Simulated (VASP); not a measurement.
A run of VASP 6.6.1 is set up as follows.

INCAR

```
SYSTEM = Te2I3
ALGO     = Normal         ! electronic algorithm
EDIFF    = 1E-7           ! SCF threshold, eV
ENCUT    = 520            ! plane-wave cutoff, eV
GGA      = PE             ! functional
ISIF     = 2              ! what is computed and relaxed
ISMEAR   = 0              ! smearing method
LASPH    = .True.         ! aspherical terms in the spheres
LCHARG   = .False.        ! write CHGCAR
LREAL    = .False.        ! projectors in reciprocal space
LWAVE    = .False.        ! write WAVECAR
NBANDS   = 24             ! bands
NELM     = 60             ! most SCF steps
PREC     = Accurate       ! precision mode
SIGMA    = 0.1            ! smearing width, eV
```

The input KPOINTS:

```
k-points
0
Gamma
  3 3 3
  0 0 0
```

The input POSCAR:

```
Te2I3
1.0
    4.4277786294      2.5563791853      3.2056350523
   -4.4277786294      2.5563791853      3.2056350523
    0.0000000000     -5.1127583656      3.2056350562
Te I
2 3
Direct
    0.3295345049      0.3295345049      0.3295345049
    0.6704654951      0.6704654951      0.6704654951
    0.5000000000     -0.0007982682      1.0007982682
    1.0007982682      0.5000000000     -0.0007982682
   -0.0007982682      1.0007982682      0.5000000000
```

Potentials or basis: VASP PAW PBE potentials, release 64 (Te, I).

Command:

```console
$ cat potpaw_PBE.64/Te/POTCAR potpaw_PBE.64/I/POTCAR > POTCAR
$ mpirun -np 1 vasp_std > vasp.out
```

Task: What does it give for the pressure?

Result: 0.0 GPa.

Task: What does it give for the largest force?

Result: 0.022 eV/Å.

Stress tensor (GPa, compression positive):
```
 0.06  0.00  0.00
 0.00  0.06  0.00
 0.00  0.00 -0.05
```

Caveat: an odd number of electrons without spin polarisation forces a metal; a magnetic or distorted state may lie lower.
